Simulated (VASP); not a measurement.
Here is a VASP 6.6.1 calculation.

File INCAR:

```
SYSTEM = GaN
ALGO     = Normal         ! electronic algorithm
EDIFF    = 1E-6           ! SCF threshold, eV
EDIFFG   = -0.01          ! ionic threshold
ENCUT    = 600            ! plane-wave cutoff, eV
GGA      = PE             ! functional
IBRION   = 2              ! ionic algorithm
ISIF     = 4              ! what is computed and relaxed
ISMEAR   = 0              ! smearing method
LASPH    = .TRUE.         ! aspherical terms in the spheres
LCHARG   = .FALSE.        ! write CHGCAR
LREAL    = .FALSE.        ! projectors in reciprocal space
LWAVE    = .FALSE.        ! write WAVECAR
NELM     = 60             ! most SCF steps
NSW      = 50             ! ionic steps
PREC     = Accurate       ! precision mode
SIGMA    = 0.02           ! smearing width, eV
```

File KPOINTS:

```
k-points
0
G
  12 12 6
  0 0 0
```

File POSCAR:

```
GaN
1.0
    3.1527282559      0.0000000000      0.0000000000
   -1.5763641279      2.7303427608      0.0000000000
    0.0000000000      0.0000000000      5.1359998395
Ga N
2 2
Direct
    0.3333333333      0.6666666667     -0.0008683119
    0.6666666667      0.3333333333      0.4991316881
    0.3333333333      0.6666666667      0.3758683119
    0.6666666667      0.3333333333      0.8758683119
```

Potentials or basis: VASP PAW PBE potentials, release 64 (Ga_d, N).

The run is started by

```sh
$ cat potpaw_PBE.64/Ga_d/POTCAR potpaw_PBE.64/N/POTCAR > POTCAR
$ mpirun -np 1 vasp_std > vasp.out
```

Estimate the band gap on the k mesh.

2.13 eV.

Forces in eV/Å, atoms in the order of the input:
```
Ga   0.000  0.000 -0.005
Ga   0.000  0.000 -0.005
N    0.000  0.000  0.005
N    0.000  0.000  0.005
```
